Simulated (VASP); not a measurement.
Wanted: the native input for a VASP 6.6.1 run.

```yaml
Task: single point
Functional: PBE
Potentials_or_basis: VASP PAW PBE potentials, release 64 (As)
Cutoff: 520 eV
k_mesh: 18 × 18 × 10
Occupations: fermi-dirac, width 0.08 eV
Spin: no spin polarisation
Dipole_correction: no
Further_INCAR_settings: ALGO = Normal; EDIFF = 1e-06; NBANDS = 12
```

The structure of As lies in POSCAR:

```
As
1.0
    2.4518773172      0.0000000000      0.0000000000
   -1.2259386586      2.1233880436      0.0000000000
    0.0000000000      0.0000000000      3.8087880572
As
2
Direct
    0.3333333333      0.6666666667      0.2500000000
    0.6666666667      0.3333333333      0.7500000000
```

One way to write it, as run:

INCAR

```
SYSTEM = As
ALGO     = Normal         ! electronic algorithm
EDIFF    = 1E-6           ! SCF threshold, eV
ENCUT    = 520            ! plane-wave cutoff, eV
GGA      = PE             ! functional
ISIF     = 2              ! what is computed and relaxed
ISMEAR   = -1             ! smearing method
LASPH    = .True.         ! aspherical terms in the spheres
LCHARG   = .True.         ! write CHGCAR
LELF     = .True.         ! ELF
LREAL    = .False.        ! projectors in reciprocal space
LVHAR    = .True.       
LWAVE    = .False.        ! write WAVECAR
NBANDS   = 12             ! bands
NELM     = 80             ! most SCF steps
PREC     = Accurate       ! precision mode
SIGMA    = 0.08           ! smearing width, eV
```

KPOINTS

```
k-points
0
Gamma
  18 18 10
  0 0 0
```

Potentials or basis: VASP PAW PBE potentials, release 64 (As).

Launch:

```sh
$ cat potpaw_PBE.64/As/POTCAR > POTCAR
$ mpirun -np 1 vasp_std > vasp.out
```

Results of the run:

```json
{
 "Pressure": "227.6 GPa",
 "Band gap on the k mesh": "zero (band 5 reaches 25.96 eV, above the bottom of band 6 at 8.44 eV)"
}
```

It took 14 s on 1 thread of Intel(R) Xeon(R) 6975P-C (Granite Rapids), with other jobs on the host, peak memory 0.15 GiB.
